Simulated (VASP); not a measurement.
# CuSi16 (a cell with a defect) in VASP: relaxation of the atoms with PBE

Aim: the relaxation of the atoms of CuSi16 (a cell with a defect) with PBE.

Everything below comes from runs of VASP 6.6.1. Logs are shortened: lines on timing, memory, paths and dates and some standing lists are left out, and cuts for length are marked.

**1. The cell of the first run**

The cell holds a defect, 17 atoms: a = 7.679 Å, b = 7.679 Å, c = 7.679 Å, α = 60.00°, β = 60.00°, γ = 60.00°.

**2. Relaxation of the atoms, PBE**

INCAR

```
SYSTEM = CuSi16
  ALGO = Normal
  EDIFF = 1E-6
  EDIFFG = -0.03
  ENCUT = 520
  GGA = PE
  IBRION = 2
  ISIF = 2
  ISMEAR = 0
  LASPH = .TRUE.
  LCHARG = .FALSE.
  LREAL = Auto
  LWAVE = .FALSE.
  NELECT = 74.0
  NELM = 100
  NSW = 80
  PREC = Accurate
  SIGMA = 0.05
```

KPOINTS

```
k-points
0
G
  2 2 2
  0 0 0
```

POSCAR

```
CuSi16
1.0
    0.0000000000      5.4300000000      5.4300000000
    5.4300000000      0.0000000000      5.4300000000
    5.4300000000      5.4300000000      0.0000000000
Si Cu
16 1
Direct
    0.0000000000      0.0000000000      0.0000000000
    0.1250000000      0.1250000000      0.1250000000
    0.0000000000      0.0000000000      0.5000000000
    0.1250000000      0.1250000000      0.6250000000
    0.0000000000      0.5000000000      0.0000000000
    0.1250000000      0.6250000000      0.1250000000
    0.0000000000      0.5000000000      0.5000000000
    0.1250000000      0.6250000000      0.6250000000
    0.5000000000      0.0000000000      0.0000000000
    0.6250000000      0.1250000000      0.1250000000
    0.5000000000      0.0000000000      0.5000000000
    0.6250000000      0.1250000000      0.6250000000
    0.5000000000      0.5000000000      0.0000000000
    0.6250000000      0.6250000000      0.1250000000
    0.5000000000      0.5000000000      0.5000000000
    0.6250000000      0.6250000000      0.6250000000
    0.7438798000      0.2505789000      0.7543799000
```

Potentials or basis: VASP PAW PBE potentials, release 64 (Si, Cu).

On the command line:

```
$ cat potpaw_PBE.64/Si/POTCAR potpaw_PBE.64/Cu/POTCAR > POTCAR
$ mpirun -np 1 vasp_std > vasp.out
```

OUTCAR:

```text
SYSTEM = CuSi16
   EDIFF = 1E-6
   EDIFFG = -0.03
   ENCUT = 520
   GGA = PE
   IBRION = 2
   ISIF = 2
   ISMEAR = 0
   LASPH = .TRUE.
   LREAL = Auto
   NELECT = 74.0
   NELM = 100
   NSW = 80
   PREC = Accurate

 ion  position               nearest neighbor table
   1  0.000  0.000  0.000-   2 2.35   4 2.35   6 2.35  10 2.35  17 2.72
   2  0.125  0.125  0.125-   1 2.35   3 2.35   5 2.35   9 2.35
   3  0.000  0.000  0.500-   2 2.35   4 2.35   8 2.35  12 2.35  17 2.74
   4  0.125  0.125  0.625-   1 2.35   3 2.35   7 2.35  11 2.35  17 2.39
   5  0.000  0.500  0.000-   2 2.35   6 2.35   8 2.35  14 2.35
   6  0.125  0.625  0.125-   1 2.35   5 2.35   7 2.35  13 2.35
   7  0.000  0.500  0.500-   4 2.35   6 2.35   8 2.35  16 2.35  17 2.75
   8  0.125  0.625  0.625-   3 2.35   5 2.35   7 2.35  15 2.35
   9  0.500  0.000  0.000-   2 2.35  10 2.35  12 2.35  14 2.35  17 2.69
  10  0.625  0.125  0.125-  17 2.32   9 2.35  11 2.35  13 2.35   1 2.35
  11  0.500  0.000  0.500-   4 2.35  10 2.35  12 2.35  16 2.35
  12  0.625  0.125  0.625-  17 2.34   9 2.35  11 2.35  15 2.35   3 2.35
  13  0.500  0.500  0.000-   6 2.35  10 2.35  14 2.35  16 2.35  17 2.69
  14  0.625  0.625  0.125-   5 2.35   9 2.35  13 2.35  15 2.35
  15  0.500  0.500  0.500-   8 2.35  12 2.35  14 2.35  16 2.35  17 2.71
  16  0.625  0.625  0.625-  17 2.35  11 2.35  13 2.35  15 2.35   7 2.35
  17  0.744  0.251  0.754-  10 2.32  12 2.34  16 2.35   4 2.39   9 2.69  13 2.69  15 2.71   1 2.72
                             3 2.74   7 2.75

  LATTYP: Found a face centered cubic cell.
 ALAT       =    10.8600000000

  Lattice vectors:

 A1 = (   0.0000000000,   5.4300000000,   5.4300000000)
 A2 = (   5.4300000000,   0.0000000000,   5.4300000000)
 A3 = (   5.4300000000,   5.4300000000,   0.0000000000)

Analysis of symmetry for initial positions (statically):
=====================================================================
 Subroutine PRICEL returns:
 Original cell was already a primitive cell.

 Routine SETGRP: Setting up the symmetry group for a
 face centered cubic supercell.

 Subroutine GETGRP returns: Found  1 space group operations
 (whereof  1 operations were pure point group operations)
 out of a pool of 48 trial point group operations.

The static configuration has the point symmetry C_1 .

Analysis of symmetry for dynamics (positions and initial velocities):
=====================================================================
 Subroutine PRICEL returns:
 Original cell was already a primitive cell.

 Routine SETGRP: Setting up the symmetry group for a
 face centered cubic supercell.

 Subroutine GETGRP returns: Found  1 space group operations
 (whereof  1 operations were pure point group operations)
 out of a pool of 48 trial point group operations.

The dynamic configuration has the point symmetry C_1 .

 Subroutine INISYM returns: Found  1 space group operations
 (whereof  1 operations are pure point group operations),
 and found     1 'primitive' translations

----------------------------------------------------------------------------------------

                                     Primitive cell

  volume of cell :     320.2060

  direct lattice vectors                    reciprocal lattice vectors
     0.000000000  5.430000000  5.430000000    -0.092081031  0.092081031  0.092081031
     5.430000000  0.000000000  5.430000000     0.092081031 -0.092081031  0.092081031
     5.430000000  5.430000000  0.000000000     0.092081031  0.092081031 -0.092081031

  length of vectors
     7.679179644  7.679179644  7.679179644     0.159489025  0.159489025  0.159489025

  position of ions in fractional coordinates (direct lattice)
     0.000000000  0.000000000  0.000000000
     0.125000000  0.125000000  0.125000000
     0.000000000  0.000000000  0.500000000
     0.125000000  0.125000000  0.625000000
     0.000000000  0.500000000  0.000000000
     0.125000000  0.625000000  0.125000000
[... 9 lines left out ...]
     0.625000000  0.625000000  0.625000000
     0.743879800  0.250578900  0.754379900

  ion indices of the primitive-cell ions
   primitive index   ion index
                 1           1
                 2           2
                 3           3
                 4           4
                 5           5
                 6           6
[... 9 lines left out ...]
                16          16
                17          17

----------------------------------------------------------------------------------------

 KPOINTS: k-points

Automatic generation of k-mesh.
 Grid dimensions read from file:
 generate k-points for:    2    2    2

 Generating k-lattice:

  Cartesian coordinates                     Fractional coordinates (reciprocal lattice)
    -0.046040516  0.046040516  0.046040516     0.500000000  0.000000000  0.000000000
     0.046040516 -0.046040516  0.046040516     0.000000000  0.500000000  0.000000000
     0.046040516  0.046040516 -0.046040516     0.000000000  0.000000000  0.500000000

  Length of vectors
     0.079744512  0.079744512  0.079744512

  Shift w.r.t. Gamma in fractional coordinates (k-lattice)
     0.000000000  0.000000000  0.000000000

 Subroutine IBZKPT returns following result:
 ===========================================

 Found      8 irreducible k-points:

 Following reciprocal coordinates:
            Coordinates               Weight
  0.000000  0.000000  0.000000      1.000000
  0.500000  0.000000  0.000000      1.000000
  0.000000  0.500000  0.000000      1.000000
  0.000000  0.000000  0.500000      1.000000
  0.500000  0.500000  0.500000      1.000000
  0.500000  0.500000  0.000000      1.000000
  0.000000  0.500000  0.500000      1.000000
  0.500000  0.000000  0.500000      1.000000
   k-points           NKPTS =      8   k-points in BZ     NKDIM =      8   number of bands    NBANDS=     46
   number of dos      NEDOS =    301   number of ions     NIONS =     17
   total plane-waves  NPLWV = 216000
   dimension x,y,z NGX =    60 NGY =   60 NGZ =   60
   dimension x,y,z NGXF=   120 NGYF=  120 NGZF=  120
   ions per type =              16   1
   NGX,Y,Z   is equivalent  to a cutoff of  12.99, 12.99, 12.99 a.u.
   NGXF,Y,Z  is equivalent  to a cutoff of  25.98, 25.98, 25.98 a.u.
 SYSTEM =  CuSi16
   PREC   = accura    normal or accurate (medium, high low for compatibility)
   ISTART =      0    job   : 0-new  1-cont  2-samecut
   ICHARG =      2    charge: 1-file 2-atom 10-const
   ISPIN  =      1    spin polarized calculation?
   LNONCOLLINEAR =      F non collinear calculations
   LSORBIT =      F    spin-orbit coupling
   LASPH  =      T    aspherical Exc in radial PAW
   ENCUT  =  520.0 eV  38.22 Ry    6.18 a.u.  14.28 14.28 14.28*2*pi/ulx,y,z
   NELM   =    100;   NELMIN=  2; NELMDL= -5     # of ELM steps
   EDIFF  = 0.1E-05   stopping-criterion for ELM
   LREAL  =      T    real-space projection
   EDIFFG = -.3E-01   stopping-criterion for IOM
   NSW    =     80    number of steps for IOM
   IBRION =      2    ionic relax: 0-MD 1-quasi-New 2-CG
   NFREE  =      1    steps in history (QN), initial steepest desc. (CG)
   ISIF   =      2    stress and relaxation
   ISYM   =      2    0-nonsym 1-usesym 2-fastsym
   POTIM  = 0.5000    time-step for ionic-motion
   TEBEG  =    0.0;   TEEND  =   0.0 temperature during run
   PSTRESS=    0.0 pullay stress
   NELECT =      74.0000    total number of electrons
   NUPDOWN=      -1.0000    fix difference up-down
   EMIN   =  10.00;   EMAX   =-10.00  energy-range for DOS
   EFERMI =   0.00;   METHOD = LEGACY
   ISMEAR =     0;   SIGMA  =   0.05  broadening in eV -4-tet -1-fermi 0-gaus
   EFERMI_NEDOS =   21; number of points for ismear=-14 and -15
   IALGO  =     38    algorithm
   IMIX   =      4    mixing-type and parameters
     AMIX     =   0.40;   BMIX     =  1.00
     AMIX_MAG =   1.60;   BMIX_MAG =  1.00
  volume/ion in A,a.u.               =      18.84       127.11
  Fermi-wavevector in a.u.,A,eV,Ry     =   1.004636  1.898488 13.732283  1.009294
  Thomas-Fermi vector in A             =   2.137265
   LORBIT       =      0    0 simple, 1 ext, 2 COOP (PROOUT), +10 PAW based schemes
   GGA     = PE    functional components
   LHFCALC =     F    Hartree Fock is set to
   AEXX    =    0.0000 exact exchange contribution
   IVDW    =     0    specifies the selected vdW correction
   LEPSILON=     F    determine dielectric tensor
   LRPA    =     F    only Hartree local field effects (RPA)
 conjugate gradient relaxation of ions
 non-spin polarized calculation
 Gauss-broadening in eV      SIGMA  =   0.05
  energy-cutoff  :      520.00
  volume of cell :      320.21
 maximum number of plane-waves:      8646
 NGX is ok and might be reduce to    60
   NGX = 29   NGY = 29   NGZ = 29

--------------------------------------- Ionic step        1  -------------------------------------------

 number of electron      74.0000006 magnetization

 Free energy of the ion-electron system (eV)
  ---------------------------------------------------
  ext. energy  EPLUGINS =         0.00000000
  ---------------------------------------------------
  free energy    TOTEN  =       -94.08544040 eV

  energy without entropy =      -94.07592176  energy(sigma->0) =      -94.08068108

------------------------ aborting loop because EDIFF is reached ----------------------------------------

  FORCE on cell =-STRESS in cart. coord.  units (eV):
  Direction    XX          YY          ZZ          XY          YZ          ZX
  --------------------------------------------------------------------------------------
  -------------------------------------------------------------------------------------
  Total       -0.7331109     -0.7328498     -0.7332959      0.2234370     -0.1989507      0.0578747
  in kB       -3.6681811     -3.6668746     -3.6691067      1.1179856     -0.9954662      0.2895810
  external PRESSURE =      -3.6680541 kB  Pullay stress =       0.0000000 kB

 VOLUME and BASIS-vectors are now :
 -----------------------------------------------------------------------------
  energy-cutoff  :      520.00
  volume of cell :      320.21
      direct lattice vectors                 reciprocal lattice vectors
     0.000000000  5.430000000  5.430000000    -0.092081031  0.092081031  0.092081031
     5.430000000  0.000000000  5.430000000     0.092081031 -0.092081031  0.092081031
     5.430000000  5.430000000  0.000000000     0.092081031  0.092081031 -0.092081031
[... 324 lines left out ...]
      6.80608      6.76673      6.81288         0.006436     -0.009292      0.005796
      5.44749      8.13780      5.41059         0.000298      0.002896     -0.000511
 -----------------------------------------------------------------------------------
    total drift:                               -0.000070      0.001821      0.000054

  FREE ENERGIE OF THE ION-ELECTRON SYSTEM (eV)
  ---------------------------------------------------
  free  energy   TOTEN  =       -94.1891183453 eV

  energy  without entropy=      -94.1804175589  energy(sigma->0) =      -94.18476795

--------------------------------------- Ionic step        8  -------------------------------------------

 number of electron      74.0000002 magnetization

 Free energy of the ion-electron system (eV)
  ---------------------------------------------------
  ext. energy  EPLUGINS =         0.00000000
  ---------------------------------------------------
  free energy    TOTEN  =       -94.18938952 eV

  energy without entropy =      -94.18090629  energy(sigma->0) =      -94.18514791

 E-fermi :   6.2934     XC(G=0):  -9.6030

 val. band max:        6.2794010970   @ k =   0.0000   0.0000   0.0000
 cond. band min:       6.2968942071   @ k =   0.0000   0.0000   0.0000
 fundamental gap:      0.0174931101
 Fermi energy:         6.2934141710

 k-point     1 :       0.0000    0.0000    0.0000
  band No.  band energies     occupation
      1      -5.9012      2.00000
      2      -3.5262      2.00000
      3      -3.5078      2.00000
      4      -3.5039      2.00000
      5      -3.4975      2.00000
      6      -2.0624      2.00000
[... 407 lines left out ...]
      8.12053      2.71272      5.42713        -0.002247     -0.004335     -0.000065
      4.05710      4.08546      1.37331        -0.001900     -0.000792      0.001955
      2.71559      5.43019      8.14429        -0.002345      0.001962      0.002571
      4.06109      1.34927      4.06662        -0.000804      0.001095      0.005222
[... 9 lines left out ...]
      6.80614      6.76623      6.81347         0.001584     -0.005054     -0.000357
      5.44646      8.13821      5.41174         0.009474      0.001556     -0.010734
 -----------------------------------------------------------------------------------
    total drift:                               -0.000195      0.002537      0.000281

  FREE ENERGIE OF THE ION-ELECTRON SYSTEM (eV)
  ---------------------------------------------------
  free  energy   TOTEN  =       -94.1893895242 eV

  energy  without entropy=      -94.1809062879  energy(sigma->0) =      -94.18514791

 reached required accuracy - stopping structural energy minimisation
```

It took 11 min on 1 thread of Intel Xeon Platinum 8559C (Emerald Rapids), shared host; peak memory 0.56 GiB.

Results:

```yaml
Free_energy: -94.1894 eV
Energy_gained_by_relaxing: 6.1 meV/atom
Ionic_steps: 8
Largest_force_after_relaxing: 0.030 eV/Å
```

Forces on the atoms (eV/Å):
```
Si   0.006 -0.002 -0.005
Si  -0.005  0.001  0.001
Si  -0.002 -0.004  0.000
Si  -0.002 -0.001  0.002
Si  -0.002  0.002  0.003
Si  -0.001  0.001  0.005
Si   0.001 -0.004  0.003
Si  -0.002 -0.001  0.002
Si  -0.003  0.009  0.015
Si   0.002 -0.003 -0.001
Si   0.020 -0.002 -0.022
Si   0.000 -0.005 -0.002
Si  -0.014  0.009  0.003
Si   0.002 -0.006 -0.001
Si  -0.009  0.009  0.008
Si   0.002 -0.005  0.000
Cu   0.009  0.002 -0.011
```

Step by step:
```csv
step,energy change (eV),largest force (eV/Å),pressure (GPa)
1,0.0000,0.9739,-0.37
2,-0.1010,0.1078,-0.75
3,-0.1011,0.1055,-0.74
4,-0.1031,0.0508,-0.72
5,-0.1033,0.0534,-0.73
6,-0.1036,0.0350,-0.72
7,-0.1037,0.0503,-0.74
8,-0.1039,0.0296,-0.74
```

Final structure:
```
Si Cu
1.0
     0.00000    5.43000    5.43000
     5.43000    0.00000    5.43000
     5.43000    5.43000    0.00000
Si Cu
16 1
Direct
  0.00153 0.99771 0.00303
  0.12476 0.12740 0.12374
  0.00178 0.99769 0.49780
  0.12907 0.12384 0.62332
  0.99990 0.49997 0.00014
  0.12475 0.62417 0.12373
  0.00182 0.50268 0.49779
  0.12472 0.62414 0.62707
  0.49768 0.99773 0.00259
  0.62318 0.12236 0.13219
  0.49791 0.00016 0.50158
  0.62364 0.12284 0.62228
  0.49767 0.50196 0.00263
  0.62793 0.62419 0.12374
  0.49765 0.50221 0.49782
  0.62372 0.63107 0.62237
  0.74618 0.25046 0.75257
```

Caveat: the k points lie up to 0.50 Å⁻¹ apart; the cell carries a net charge on a neutralising background, which shifts energy and pressure; the cell is charged against a uniform background, so pressure and absolute levels hang on convention.
